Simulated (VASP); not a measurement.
# CoSi2 (fluorite type) (Fm-3m) in VASP: a series of runs

Runs on CoSi2 (fluorite type). Level: PBEsol. Tasks: single point.

All numbers are computed with VASP 6.6.1; they aren't measurements. Logs are shortened: lines on timing, memory, paths and dates and some standing lists are left out, and cuts for length are marked.

## 1. The cell of the first run

It takes space group Fm-3m (No. 225, cubic). The conventional cell has a = 4.530 Å, b = 4.530 Å, c = 4.530 Å, α = 90.00°, β = 90.00°, γ = 90.00°. Co (site symmetry m-3m) has 8 Si at 1.96 Å within 2.6 Å. Within 2.6 Å of Si (site symmetry -43m) lie 4 Co at 1.96 Å and 6 Si at 2.26 Å.

## 2. Single point, PBEsol (7.75 Å³/atom)

INCAR

```
SYSTEM = CoSi2
PREC = Accurate ; ENCUT = 600
EDIFF = 1E-6 ; ISMEAR = -1
SIGMA = 0.1 ; LREAL = .False.
LASPH = .True. ; NELM = 120
ALGO = Normal ; ISIF = 2
LWAVE = .False. ; LCHARG = .True.
GGA = PS ; LELF = .True.
LVHAR = .True. ; NBANDS = 16
GGA_COMPAT = .False.
```

KPOINTS

```
Automatic mesh
0
Gamma
  11 11 11
  0 0 0
```

POSCAR

```
CoSi2
1.0
    0.0000000000      2.2649688832      2.2649688832
    2.2649688832      0.0000000000      2.2649688832
    2.2649688832      2.2649688832      0.0000000000
Co Si
1 2
Direct
    0.0000000000      0.0000000000      0.0000000000
    0.2500000000      0.2500000000      0.2500000000
    0.7500000000      0.7500000000      0.7500000000
```

Potentials or basis: VASP PAW PBE potentials, release 64 (Co, Si).

Started as:

```
> cat potpaw_PBE.64/Co/POTCAR potpaw_PBE.64/Si/POTCAR > POTCAR
> mpirun -np 1 vasp_std > vasp.out
```

OUTCAR:

```text
SYSTEM = CoSi2
   PREC = Accurate
   ENCUT = 600
   EDIFF = 1E-6
   ISMEAR = -1
   LREAL = .False.
   LASPH = .True.
   NELM = 120
   ISIF = 2
   GGA = PS

 ion  position               nearest neighbor table
   1  0.000  0.000  0.000-   3 1.96   3 1.96   3 1.96   2 1.96   3 1.96   2 1.96   2 1.96   2 1.96

   2  0.250  0.250  0.250-   1 1.96   1 1.96   1 1.96   1 1.96   3 2.26   3 2.26   3 2.26   3 2.26
                             3 2.26   3 2.26
   3  0.750  0.750  0.750-   1 1.96   1 1.96   1 1.96   1 1.96   2 2.26   2 2.26   2 2.26   2 2.26
                             2 2.26   2 2.26

  LATTYP: Found a face centered cubic cell.
 ALAT       =     4.5299377664

  Lattice vectors:

 A1 = (   0.0000000000,   2.2649688832,   2.2649688832)
 A2 = (   2.2649688832,   0.0000000000,   2.2649688832)
 A3 = (   2.2649688832,   2.2649688832,   0.0000000000)

Analysis of symmetry for initial positions (statically):
=====================================================================
 Subroutine PRICEL returns:
 Original cell was already a primitive cell.

 Routine SETGRP: Setting up the symmetry group for a
 face centered cubic supercell.

 Subroutine GETGRP returns: Found 48 space group operations
 (whereof 48 operations were pure point group operations)
 out of a pool of 48 trial point group operations.

The static configuration has the point symmetry O_h .

Analysis of symmetry for dynamics (positions and initial velocities):
=====================================================================
 Subroutine PRICEL returns:
 Original cell was already a primitive cell.

 Routine SETGRP: Setting up the symmetry group for a
 face centered cubic supercell.

 Subroutine GETGRP returns: Found 48 space group operations
 (whereof 48 operations were pure point group operations)
 out of a pool of 48 trial point group operations.

The dynamic configuration has the point symmetry O_h .

 Subroutine INISYM returns: Found 48 space group operations
 (whereof 48 operations are pure point group operations),
 and found     1 'primitive' translations

----------------------------------------------------------------------------------------

                                     Primitive cell

  volume of cell :      23.2390

  direct lattice vectors                    reciprocal lattice vectors
     0.000000000  2.264968883  2.264968883    -0.220753585  0.220753585  0.220753585
[... 82 lines left out ...]
   ISPIN  =      1    spin polarized calculation?
   LNONCOLLINEAR =      F non collinear calculations
   LSORBIT =      F    spin-orbit coupling
   LASPH  =      T    aspherical Exc in radial PAW
   ENCUT  =  600.0 eV  44.10 Ry    6.64 a.u.   6.40  6.40  6.40*2*pi/ulx,y,z
   NELM   =    120;   NELMIN=  2; NELMDL= -5     # of ELM steps
   EDIFF  = 0.1E-05   stopping-criterion for ELM
   LREAL  =      F    real-space projection
   EDIFFG = 0.1E-04   stopping-criterion for IOM
   NSW    =      0    number of steps for IOM
   IBRION =     -1    ionic relax: 0-MD 1-quasi-New 2-CG
   NFREE  =      0    steps in history (QN), initial steepest desc. (CG)
   ISIF   =      2    stress and relaxation
   ISYM   =      2    0-nonsym 1-usesym 2-fastsym
   POTIM  = 0.5000    time-step for ionic-motion
   TEBEG  =    0.0;   TEEND  =   0.0 temperature during run
   PSTRESS=    0.0 pullay stress
   NELECT =      17.0000    total number of electrons
   NUPDOWN=      -1.0000    fix difference up-down
   EMIN   =  10.00;   EMAX   =-10.00  energy-range for DOS
   EFERMI =   0.00;   METHOD = LEGACY
   ISMEAR =    -1;   SIGMA  =   0.10  broadening in eV -4-tet -1-fermi 0-gaus
   EFERMI_NEDOS =   21; number of points for ismear=-14 and -15
   IALGO  =     38    algorithm
   IMIX   =      4    mixing-type and parameters
     AMIX     =   0.40;   BMIX     =  1.00
     AMIX_MAG =   1.60;   BMIX_MAG =  1.00
  volume/ion in A,a.u.               =       7.75        52.27
  Fermi-wavevector in a.u.,A,eV,Ry     =   1.475091  2.787518 29.604840  2.175894
  Thomas-Fermi vector in A             =   2.589783
   LORBIT       =      0    0 simple, 1 ext, 2 COOP (PROOUT), +10 PAW based schemes
   GGA     = PS    functional components
   LHFCALC =     F    Hartree Fock is set to
   AEXX    =    0.0000 exact exchange contribution
   IVDW    =     0    specifies the selected vdW correction
   LEPSILON=     F    determine dielectric tensor
   LRPA    =     F    only Hartree local field effects (RPA)
 non-spin polarized calculation
  energy-cutoff  :      600.00
  volume of cell :       23.24
 maximum number of plane-waves:       788
 NGX is ok and might be reduce to    28
   NGX = 13   NGY = 13   NGZ = 13

 number of electron      17.0000001 magnetization

 Free energy of the ion-electron system (eV)
  ---------------------------------------------------
  ext. energy  EPLUGINS =         0.00000000
  ---------------------------------------------------
  free energy    TOTEN  =       -13.36408418 eV

  energy without entropy =      -13.34802611  energy(sigma->0) =      -13.35605515

 E-fermi :  18.5426     XC(G=0): -14.3405

 val. band max:       18.3575097286   @ k =  -0.3636   0.1818   0.0000
 cond. band min:      18.5909929388   @ k =   0.2727   0.1818   0.0909
 fundamental gap:      0.2334832102
 Fermi energy:        18.5425683431

 k-point     1 :       0.0000    0.0000    0.0000
  band No.  band energies     occupation
      1       0.8458      2.00000
      2      11.4552      2.00000
      3      11.4552      2.00000
      4      11.4552      2.00000
      5      14.0454      2.00000
      6      14.0454      2.00000
[... 433 lines left out ...]
      3      11.1143      2.00000
      4      12.2952      2.00000
      5      13.1714      2.00000
      6      14.4970      2.00000
[... 8 lines left out ...]
     15      29.6453      0.00000
     16      30.8889      0.00000

 [... further k-points ...]
[... 5 lines left out ...]
  --------------------------------------------------------------------------------------
  -------------------------------------------------------------------------------------
  Total       37.6991350     37.6991350     37.6991350      0.0000000      0.0000000     -0.0000000
  in kB     2599.1135467   2599.1135467   2599.1135467      0.0000000      0.0000000     -0.0000000
  external PRESSURE =    2599.1135467 kB  Pullay stress =       0.0000000 kB

 VOLUME and BASIS-vectors are now :
 -----------------------------------------------------------------------------
  energy-cutoff  :      600.00
  volume of cell :       23.24
      direct lattice vectors                 reciprocal lattice vectors
     0.000000000  2.264968883  2.264968883    -0.220753585  0.220753585  0.220753585
     2.264968883  0.000000000  2.264968883     0.220753585 -0.220753585  0.220753585
     2.264968883  2.264968883  0.000000000     0.220753585  0.220753585 -0.220753585

 POSITION                                       TOTAL-FORCE (eV/Angst)
 -----------------------------------------------------------------------------------
      0.00000      0.00000      0.00000        -0.000000      0.000000     -0.000000
      1.13248      1.13248      1.13248        -0.000000     -0.000000     -0.000000
      3.39745      3.39745      3.39745         0.000000      0.000000      0.000000
 -----------------------------------------------------------------------------------
    total drift:                               -0.000000     -0.000000      0.000000

  FREE ENERGIE OF THE ION-ELECTRON SYSTEM (eV)
  ---------------------------------------------------
  free  energy   TOTEN  =       -13.3640841825 eV

  energy  without entropy=      -13.3480261133  energy(sigma->0) =      -13.35605515
```

It took 33 s on 1 thread of Intel Xeon 8259CL, shared host; peak memory 0.17 GiB.

Results:

| Quantity | Value |
| --- | --- |
| Free energy | -13.3641 eV |
| Pressure | 259.9 GPa |
| Band gap on the k mesh | zero (an odd number of electrons rules out a gap without spin polarisation) |

Caveat: the cell stands under pressure; the PAW data sets were made with another functional, which shifts forces and pressure a little; the run has no spin polarisation, though such a crystal can be magnetic. Spin polarisation is off, so any magnetic state and its effect on volume and gap are missing.

## 3. Single point, PBEsol (7.75 Å³/atom)

INCAR

```
ALGO = Normal
EDIFF = 1E-6
ENCUT = 600
GGA = PS
GGA_COMPAT = F
ISIF = 2
ISMEAR = -1
LASPH = T
LCHARG = F
LREAL = F
LWAVE = F
NBANDS = 16
NELM = 120
PREC = Accurate
SIGMA = 0.1
```

KPOINTS

```
k-points
0
Gamma
  11 11 11
```

POSCAR is that of step 2.

Potentials or basis: VASP PAW PBE potentials, release 64 (Co, Si).

Started as:

```
> cat potpaw_PBE.64/Co/POTCAR potpaw_PBE.64/Si/POTCAR > POTCAR
> mpirun -np 1 vasp_std > vasp.out
```

Wall time 33 s (1 thread of Intel Xeon 8259CL, shared host); peak memory 0.17 GiB.

The run converged. Its results:

```
Free energy            : -13.3641 eV
Pressure               : 259.9 GPa
Band gap on the k mesh : zero (an odd number of electrons rules out a gap without spin polarisation)
```

Levels at points of the mesh, in eV from the Fermi level:
| k point | band 5 | band 6 | band 7 | band 8 | band 9 | band 10 | band 11 | band 12 | band 13 | band 14 |
| --- | --- | --- | --- | --- | --- | --- | --- | --- | --- | --- |
| (0.00, 0.00, 0.00) | -4.50 | -4.50 | 3.13 | 3.13 | 3.13 | 5.93 | 5.93 | 5.93 | 7.26 | 8.71 |

Caveat: the cell stands under pressure; the PAW data sets were made with another functional, which shifts forces and pressure a little; the run has no spin polarisation, though such a crystal can be magnetic. Spin polarisation is off, so any magnetic state and its effect on volume and gap are missing.

## 4. Single point, PBEsol (9.00 Å³/atom)

This run uses another cell than the first one, of 9.00 Å³/atom.

INCAR

```
SYSTEM = CoSi2
PREC     = Accurate       ! precision mode
ENCUT    = 600            ! plane-wave cutoff, eV
EDIFF    = 1E-6           ! SCF threshold, eV
ISMEAR   = -1             ! smearing method
SIGMA    = 0.1            ! smearing width, eV
LREAL    = .FALSE.        ! projectors in reciprocal space
LASPH    = .TRUE.         ! aspherical terms in the spheres
NELM     = 120            ! most SCF steps
ALGO     = Normal         ! electronic algorithm
ISIF     = 2              ! what is computed and relaxed
LWAVE    = .FALSE.        ! write WAVECAR
LCHARG   = .FALSE.        ! write CHGCAR
GGA      = PS             ! functional
NBANDS   = 16             ! bands
GGA_COMPAT= .FALSE.
```

KPOINTS

```
Automatic mesh
0
G
  11 11 11
  0 0 0
```

POSCAR

```
CoSi2
1.0
    0.0000000000      2.3807246879      2.3807246879
    2.3807246879      0.0000000000      2.3807246879
    2.3807246879      2.3807246879      0.0000000000
Co Si
1 2
Direct
    0.0000000000      0.0000000000      0.0000000000
    0.2500000000      0.2500000000      0.2500000000
    0.7500000000      0.7500000000      0.7500000000
```

Started as:

```
> cat potpaw_PBE.64/Co/POTCAR potpaw_PBE.64/Si/POTCAR > POTCAR
> mpirun -np 1 vasp_std > vasp.out
```

It took 43 s on 1 thread of Intel Xeon 8259CL, shared host; peak memory 0.17 GiB.

It converged, with:

```
Free energy            : -17.7823 eV
Pressure               : 130.9 GPa
Band gap on the k mesh : zero (an odd number of electrons rules out a gap without spin polarisation)
```

Levels at points of the mesh, in eV from the Fermi level:
```csv
k point,band 7,band 8,band 9,band 10,band 11,band 12
"(0.00, 0.00, 0.00)",3.32,3.32,3.32,4.99,5.08,5.08
```

Caveat: the cell stands under pressure; the PAW data sets were made with another functional, which shifts forces and pressure a little; the run has no spin polarisation, though such a crystal can be magnetic. Spin polarisation is off, so any magnetic state and its effect on volume and gap are missing.
